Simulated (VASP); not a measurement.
Input of a VASP 6.6.1 run:

INCAR

```
ALGO = Normal
EDIFF = 1E-7
ENCUT = 520
GGA = PE
ISIF = 2
ISMEAR = -1
LASPH = True
LCHARG = False
LREAL = False
LWAVE = False
NBANDS = 15
NELM = 100
PREC = Accurate
SIGMA = 0.02
```

File KPOINTS:

```
k-points
0
Gamma
  6 6 6
```

File POSCAR:

```
KI
1.0
    0.0000000000      3.5442852436      3.5442852436
    3.4025138338      0.0000000000      3.5442852436
    3.4025138338      3.5442852436      0.0000000000
K I
1 1
Direct
    0.0000000000      0.0000000000      0.0000000000
    0.5000000000      0.5000000000      0.5000000000
```

Potentials or basis: VASP PAW PBE potentials, release 64 (K_sv, I).

Run with:

```console
$ cat potpaw_PBE.64/K_sv/POTCAR potpaw_PBE.64/I/POTCAR > POTCAR
$ mpirun -np 1 vasp_std > vasp.out
```

Q: Predict the band gap on the k mesh.

A: 4.02 eV, direct.

Q: Estimate the pressure.

A: 1.1 GPa.

Stress tensor (GPa, compression positive):
```
2.06 0.00 0.00
0.00 0.67 0.00
0.00 0.00 0.67
```

Caveat: the cell differs from its parent crystal (uniaxial x strain -4.0%); spin-orbit coupling is left out, which moves the levels of the heavy elements.
